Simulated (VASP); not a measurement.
# FeSi (P2_13) in VASP: settings compared, part 2 of 2

VASP 6.6.1. The steps go on from the part before.

## Step 4: Relaxation of cell and atoms, PBE, collinear spin, ferromagnetic start

This run uses another cell than the first one, of 11.78 Å³/atom.

Contents of INCAR:

```
SYSTEM = FeSi
PREC = Accurate
ENCUT = 600
EDIFF = 1E-7
ISMEAR = 0
SIGMA = 0.05
LREAL = .False.
LASPH = .True.
NELM = 150
ALGO = Normal
ISIF = 3
LWAVE = .False.
LCHARG = .False.
ISPIN = 2
MAGMOM = 2.5 2.5 2.5 2.5 0 0 0 0
LORBIT = 11
LMAXMIX = 4
GGA = PE
IBRION = 2
NSW = 80
EDIFFG = -0.03
```

Contents of KPOINTS:

```
regular mesh
0
Gamma
  4 4 4
  0 0 0
```

Contents of POSCAR:

```
FeSi
1.0
    4.5507000000      0.0000000000      0.0000000000
    0.0000000000      4.5507000000      0.0000000000
    0.0000000000      0.0000000000      4.5507000000
Fe Si
4 4
Direct
    0.1365200000      0.1365200000      0.1365200000
    0.3634800000      0.8634800000      0.6365200000
    0.6365200000      0.3634800000      0.8634800000
    0.8634800000      0.6365200000      0.3634800000
    0.8424000000      0.8424000000      0.8424000000
    0.6576000000      0.1576000000      0.3424000000
    0.3424000000      0.6576000000      0.1576000000
    0.1576000000      0.3424000000      0.6576000000
```

Potentials or basis: VASP PAW PBE potentials, release 64 (Fe, Si).

On the command line:

```console
cat potpaw_PBE.64/Fe/POTCAR potpaw_PBE.64/Si/POTCAR > POTCAR
mpirun -np 1 vasp_std > vasp.out
```

OUTCAR:

```text
SYSTEM = FeSi
   PREC = Accurate
   ENCUT = 600
   EDIFF = 1E-7
   ISMEAR = 0
   LREAL = .False.
   LASPH = .True.
   NELM = 150
   ISIF = 3
   ISPIN = 2
   LORBIT = 11
   GGA = PE
   IBRION = 2
   NSW = 80
   EDIFFG = -0.03

 ion  position               nearest neighbor table
   1  0.137  0.137  0.137-   5 2.32   6 2.37   7 2.37   8 2.37   7 2.55   8 2.55   6 2.55   3 2.79
                             4 2.79   2 2.79   2 2.79   4 2.79   3 2.79
   2  0.363  0.863  0.637-   6 2.32   5 2.37   7 2.37   8 2.37   7 2.55   8 2.55   5 2.55   1 2.79
                             1 2.79   3 2.79   3 2.79   4 2.79   4 2.79
   3  0.637  0.363  0.863-   7 2.32   6 2.37   5 2.37   8 2.37   8 2.55   6 2.55   5 2.55   1 2.79
                             4 2.79   2 2.79   2 2.79   4 2.79   1 2.79
   4  0.863  0.637  0.363-   8 2.32   6 2.37   7 2.37   5 2.37   6 2.55   5 2.55   7 2.55   1 2.79
                             3 2.79   2 2.79   1 2.79   2 2.79   3 2.79
   5  0.842  0.842  0.842-   1 2.32   2 2.37   3 2.37   4 2.37   3 2.55   4 2.55   2 2.55   6 2.82
                             7 2.82   8 2.82   6 2.82   8 2.82   7 2.82
   6  0.658  0.158  0.342-   2 2.32   1 2.37   3 2.37   4 2.37   3 2.55   4 2.55   1 2.55   8 2.82
                             5 2.82   5 2.82   7 2.82   7 2.82   8 2.82
   7  0.342  0.658  0.158-   3 2.32   2 2.37   1 2.37   4 2.37   4 2.55   2 2.55   1 2.55   8 2.82
                             5 2.82   8 2.82   6 2.82   6 2.82   5 2.82
   8  0.158  0.342  0.658-   4 2.32   2 2.37   3 2.37   1 2.37   2 2.55   1 2.55   3 2.55   7 2.82
                             5 2.82   7 2.82   5 2.82   6 2.82   6 2.82

  LATTYP: Found a simple cubic cell.
 ALAT       =     4.5507000000

  Lattice vectors:

 A1 = (   4.5507000000,   0.0000000000,   0.0000000000)
 A2 = (   0.0000000000,   4.5507000000,   0.0000000000)
 A3 = (   0.0000000000,   0.0000000000,   4.5507000000)

Analysis of symmetry for initial positions (statically):
=====================================================================
 Subroutine PRICEL returns:
 Original cell was already a primitive cell.

 Routine SETGRP: Setting up the symmetry group for a
 simple cubic supercell.

 Subroutine GETGRP returns: Found 12 space group operations
 (whereof  3 operations were pure point group operations)
 out of a pool of 48 trial point group operations.

The static configuration has the point symmetry C_3 .
 The point group associated with its full space group is T   .

Analysis of symmetry for dynamics (positions and initial velocities):
=====================================================================
 Subroutine PRICEL returns:
 Original cell was already a primitive cell.

 Routine SETGRP: Setting up the symmetry group for a
 simple cubic supercell.

 Subroutine GETGRP returns: Found 12 space group operations
 (whereof  3 operations were pure point group operations)
 out of a pool of 48 trial point group operations.

The dynamic configuration has the point symmetry C_3 .
 The point group associated with its full space group is T   .

Analysis of structural, dynamic, and magnetic symmetry:
=====================================================================
 Subroutine PRICEL returns:
 Original cell was already a primitive cell.

 Routine SETGRP: Setting up the symmetry group for a
 simple cubic supercell.

 Subroutine GETGRP returns: Found 12 space group operations
 (whereof  3 operations were pure point group operations)
 out of a pool of 48 trial point group operations.

The overall configuration has the point symmetry C_3 .
 The point group associated with its full space group is T   .

 Subroutine INISYM returns: Found 12 space group operations
 (whereof  3 operations are pure point group operations),
 and found     1 'primitive' translations

----------------------------------------------------------------------------------------
[... 101 lines left out ...]
   PSTRESS=    0.0 pullay stress
   NELECT =      48.0000    total number of electrons
   NUPDOWN=      -1.0000    fix difference up-down
   EMIN   =  10.00;   EMAX   =-10.00  energy-range for DOS
   EFERMI =   0.00;   METHOD = LEGACY
   ISMEAR =     0;   SIGMA  =   0.05  broadening in eV -4-tet -1-fermi 0-gaus
   EFERMI_NEDOS =   21; number of points for ismear=-14 and -15
   IALGO  =     38    algorithm
   IMIX   =      4    mixing-type and parameters
     AMIX     =   0.40;   BMIX     =  1.00
     AMIX_MAG =   1.60;   BMIX_MAG =  1.00
  volume/ion in A,a.u.               =      11.78        79.50
  Fermi-wavevector in a.u.,A,eV,Ry     =   1.307406  2.470639 23.256570  1.709310
  Thomas-Fermi vector in A             =   2.438142
   LORBIT       =     11    0 simple, 1 ext, 2 COOP (PROOUT), +10 PAW based schemes
   GGA     = PE    functional components
   LHFCALC =     F    Hartree Fock is set to
   AEXX    =    0.0000 exact exchange contribution
   IVDW    =     0    specifies the selected vdW correction
   LEPSILON=     F    determine dielectric tensor
   LRPA    =     F    only Hartree local field effects (RPA)
 conjugate gradient relaxation of ions
 spin polarized calculation
 Gauss-broadening in eV      SIGMA  =   0.05
  energy-cutoff  :      600.00
  volume of cell :       94.24
 maximum number of plane-waves:      3178
   NGX = 19   NGY = 19   NGZ = 19

--------------------------------------- Ionic step        1  -------------------------------------------

 number of electron      48.0000000 magnetization      10.0000000

 number of electron      47.9999996 magnetization       3.8259242

 Free energy of the ion-electron system (eV)
  ---------------------------------------------------
  ext. energy  EPLUGINS =         0.00000000
  ---------------------------------------------------
  free energy    TOTEN  =       -58.49274187 eV

  energy without entropy =      -58.48523901  energy(sigma->0) =      -58.48899044

------------------------ aborting loop because EDIFF is reached ----------------------------------------

  FORCE on cell =-STRESS in cart. coord.  units (eV):
  Direction    XX          YY          ZZ          XY          YZ          ZX
  --------------------------------------------------------------------------------------
  -------------------------------------------------------------------------------------
  Total       -6.0183437     -6.0183437     -6.0183437     -0.0000000      0.0000000      0.0000000
  in kB     -102.3182137   -102.3182137   -102.3182137     -0.0000000      0.0000000      0.0000000
  external PRESSURE =    -102.3182137 kB  Pullay stress =       0.0000000 kB
[... 31 lines left out ...]
 number of electron      47.9999994 magnetization       0.0038337

 number of electron      47.9999994 magnetization      -0.0006183

 E-fermi :  10.3647     XC(G=0): -13.0119

 val. band max:       10.2815052050   @ k =   0.5000   0.0000   0.0000
 cond. band min:      10.4477296579   @ k =   0.2500   0.2500   0.0000
 fundamental gap:      0.1662244529
 Fermi energy:        10.3646882236

 spin component 1

 k-point     1 :       0.0000    0.0000    0.0000
  band No.  band energies     occupation
      1      -3.3071      1.00000
      2       2.1941      1.00000
      3       2.1941      1.00000
      4       2.1941      1.00000
      5       5.0658      1.00000
      6       5.0658      1.00000
[... 1113 lines left out ...]
 number of electron      48.0000022 magnetization       0.0000002

 number of electron      48.0000022 magnetization      -0.0000001

 Free energy of the ion-electron system (eV)
  ---------------------------------------------------
  ext. energy  EPLUGINS =         0.00000000
  ---------------------------------------------------
  free energy    TOTEN  =       -58.78619806 eV

  energy without entropy =      -58.78552194  energy(sigma->0) =      -58.78586000

 E-fermi :   9.8015     XC(G=0): -12.8003

 val. band max:        9.7194554780   @ k =   0.5000   0.0000   0.0000
 cond. band min:       9.8860682819   @ k =   0.2500   0.2500   0.0000
 fundamental gap:      0.1666128039
 Fermi energy:         9.8014639457

 spin component 1

 k-point     1 :       0.0000    0.0000    0.0000
  band No.  band energies     occupation
      1      -3.5188      1.00000
      2       1.8369      1.00000
      3       1.8369      1.00000
      4       1.8369      1.00000
      5       4.6736      1.00000
      6       4.6736      1.00000
[... 841 lines left out ...]
  FREE ENERGIE OF THE ION-ELECTRON SYSTEM (eV)
  ---------------------------------------------------
  free  energy   TOTEN  =       -58.7861980559 eV

  energy  without entropy=      -58.7855219403  energy(sigma->0) =      -58.78586000

 reached required accuracy - stopping structural energy minimisation

 total charge

# of ion       s       p       d       tot
------------------------------------------
    1        0.440   0.645   6.570   7.655
    2        0.440   0.645   6.570   7.655
    3        0.440   0.645   6.570   7.655
    4        0.440   0.645   6.570   7.655
    5        0.737   0.899   0.000   1.636
    6        0.737   0.899   0.000   1.636
    7        0.737   0.899   0.000   1.636
    8        0.737   0.899   0.000   1.636
--------------------------------------------------
tot          4.706   6.177  26.279  37.162

 magnetization (x)

# of ion       s       p       d       tot
------------------------------------------
    1        0.000  -0.000   0.000   0.000
    2        0.000  -0.000   0.000   0.000
    3        0.000  -0.000   0.000   0.000
    4        0.000  -0.000   0.000   0.000
    5       -0.000  -0.000   0.000  -0.000
    6       -0.000  -0.000   0.000  -0.000
    7       -0.000  -0.000   0.000  -0.000
    8       -0.000  -0.000   0.000  -0.000
--------------------------------------------------
tot         -0.000  -0.000   0.000  -0.000
```

It took 8.7 min on 1 thread of Intel Xeon Platinum 8488C (Sapphire Rapids), shared host; peak memory 0.27 GiB.

What came out:

* Free energy: -58.7862 eV
* Relaxed volume: 11.00 Å³/atom
* Relaxed cell: a = 4.448 Å, b = 4.448 Å, c = 4.448 Å, α = 90.00°, β = 90.00°, γ = 90.00°
* Space group after relaxing (to 0.1 Å): P2_13 (No. 198)
* Energy gained by relaxing: 36.7 meV/atom
* Ionic steps: 9
* Pressure after relaxing: 0.0 GPa
* Largest force after relaxing: 0.023 eV/Å
* Band gap on the k mesh: 0.17 eV (least direct gap 0.20 eV)
* Net moment: 0.00 μB per cell
* Valence electrons inside the program's atomic spheres: Fe 7.66; Si 1.64

Forces in eV/Å, atoms in the order of the input:
```
Fe  -0.013 -0.013 -0.013
Fe   0.013  0.013 -0.013
Fe  -0.013  0.013  0.013
Fe   0.013 -0.013  0.013
Si  -0.002 -0.002 -0.002
Si   0.002  0.002 -0.002
Si  -0.002  0.002  0.002
Si   0.002 -0.002  0.002
```

The path:
| step | energy change (eV) | largest force (eV/Å) | pressure (GPa) | volume (Å³) |
| --- | --- | --- | --- | --- |
| 1 | 0.0000 | 0.1012 | -10.23 | 94.24 |
| 2 | -0.1700 | 0.2344 | 10.61 | 84.35 |
| 3 | -0.2843 | 0.2474 | 1.13 | 87.52 |
| 4 | -0.2857 | 0.2502 | -0.60 | 88.17 |
| 5 | -0.2860 | 0.2494 | -0.08 | 87.97 |
| 6 | -0.2925 | 0.0602 | 0.61 | 87.74 |
| 7 | -0.2927 | 0.0253 | 0.75 | 87.70 |
| 8 | -0.2927 | 0.0381 | -0.73 | 88.28 |
| 9 | -0.2935 | 0.0231 | 0.00 | 87.99 |

Final structure:
```
Fe Si
1.0
     4.44776    0.00000    0.00000
     0.00000    4.44776    0.00000
     0.00000    0.00000    4.44776
Fe Si
4 4
Direct
  0.13665 0.13665 0.13665
  0.36335 0.86335 0.63665
  0.63665 0.36335 0.86335
  0.86335 0.63665 0.36335
  0.84086 0.84086 0.84086
  0.65914 0.15914 0.34086
  0.34086 0.65914 0.15914
  0.15914 0.34086 0.65914
```

Levels at points of the mesh, in eV from the valence-band top:
Spin up:
| k point | band 22 | band 23 | band 24 | band 25 | band 26 | band 27 |
| --- | --- | --- | --- | --- | --- | --- |
| (0.00, 0.00, 0.00) | -0.28 | -0.04 | -0.04 | 0.67 | 0.67 | 0.67 |
| (0.50, 0.00, 0.00) | -0.37 | 0.00 | 0.00 | 0.20 | 0.20 | 1.73 |
| (0.50, 0.50, 0.00) | -1.00 | -0.35 | -0.35 | 0.64 | 0.64 | 1.31 |
| (0.50, 0.50, 0.50) | -0.66 | -0.66 | -0.66 | 0.50 | 0.50 | 0.50 |
Spin down:
| k point | band 21 | band 22 | band 23 | band 24 | band 25 | band 26 | band 27 | band 28 |
| --- | --- | --- | --- | --- | --- | --- | --- | --- |
| (0.00, 0.00, 0.00) | -0.28 | -0.28 | -0.04 | -0.04 | 0.67 | 0.67 | 0.67 | 3.04 |
| (0.50, 0.00, 0.00) | -0.37 | -0.37 | 0.00 | 0.00 | 0.20 | 0.20 | 1.73 | 1.73 |
| (0.50, 0.50, 0.00) | -1.00 | -1.00 | -0.35 | -0.35 | 0.64 | 0.64 | 1.31 | 1.31 |
| (0.50, 0.50, 0.50) | -0.66 | -0.66 | -0.66 | -0.66 | 0.50 | 0.50 | 0.50 | 0.50 |

A k mesh can miss the band edges.
